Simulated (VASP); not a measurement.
A run of VASP 6.6.1 is set up as follows.

INCAR

```
ALGO = Normal
EDIFF = 1E-6
ENCUT = 520
GGA = CA
ISIF = 2
ISMEAR = -1
LASPH = T
LCHARG = T
LELF = T
LREAL = F
LVHAR = T
LWAVE = F
NBANDS = 14
NELM = 100
PREC = Accurate
SIGMA = 0.05
```

Contents of KPOINTS:

```
k-points
0
Gamma
  17 17 17
```

POSCAR

```
Rh
1.0
    0.0000000000      1.6821955841      1.6821955841
    1.6821955841      0.0000000000      1.6821955841
    1.6821955841      1.6821955841      0.0000000000
Rh
1
Direct
    0.0000000000      0.0000000000      0.0000000000
```

Potentials or basis: VASP PAW LDA potentials, release 64 (Rh_pv).

The run is started by

```bash
$ cat potpaw_LDA.64/Rh_pv/POTCAR > POTCAR
$ mpirun -np 1 vasp_std > vasp.out
```

Task: What does it give for the pressure?

Result: 238.1 GPa.
